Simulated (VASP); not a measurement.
Wanted: the native input for a VASP 6.6.1 run.

```
Task                   : relaxation of cell and atoms
Functional             : LDA
Potentials or basis    : VASP PAW LDA potentials, release 64 (Si)
Cutoff                 : 600 eV
k mesh                 : 8 × 8 × 12
Occupations            : fermi-dirac, width 0.1 eV
Spin                   : no spin polarisation
Dipole correction      : no
Further INCAR settings : ALGO = Normal; EDIFF = 1e-06; IBRION = 2; EDIFFG = -0.01; NSW = 80; ISIF = 3
```

The structure of Si lies in POSCAR:

```
Si
1.0
    4.3942991671      0.0000000000      0.0000000000
   -2.1971495836      3.8055747106      0.0000000000
    0.0000000000      0.0000000000      2.6937053894
Si
3
Direct
    0.0000000000      0.0000000000      0.0000000000
    0.3333333333      0.6666666667      0.5000000000
    0.6666666667      0.3333333333      0.5000000000
```

These files were run (other wordings do the same):

INCAR

```
ALGO = Normal
EDIFF = 1E-6
EDIFFG = -0.01
ENCUT = 600
IBRION = 2
ISIF = 3
ISMEAR = -1
LASPH = T
LCHARG = F
LREAL = F
LWAVE = F
NELM = 100
NSW = 80
PREC = Accurate
SIGMA = 0.1
```

KPOINTS

```
k-points
0
Gamma
  8 8 12
```

Potentials or basis: VASP PAW LDA potentials, release 64 (Si).

The run is started by

```sh
$ cat potpaw_LDA.64/Si/POTCAR > POTCAR
$ mpirun -np 1 vasp_std > vasp.out
```

It gave:

```
Relaxed volume                         : 14.28 Å³/atom
Relaxed cell                           : a = 4.418 Å, b = 4.418 Å, c = 2.535 Å, α = 90.00°, β = 90.00°, γ = 120.00°
Space group after relaxing (to 0.05 Å) : P6/mmm (No. 191)
Energy gained by relaxing              : 28.8 meV/atom
Ionic steps                            : 10
Pressure after relaxing                : 0.0 GPa
Band gap on the k mesh                 : zero (band 6 reaches 12.35 eV, above the bottom of band 7 at 5.77 eV)
```

It took 4.8 min on 1 thread of AMD EPYC 7R13 (shared host), peak memory 0.14 GiB.
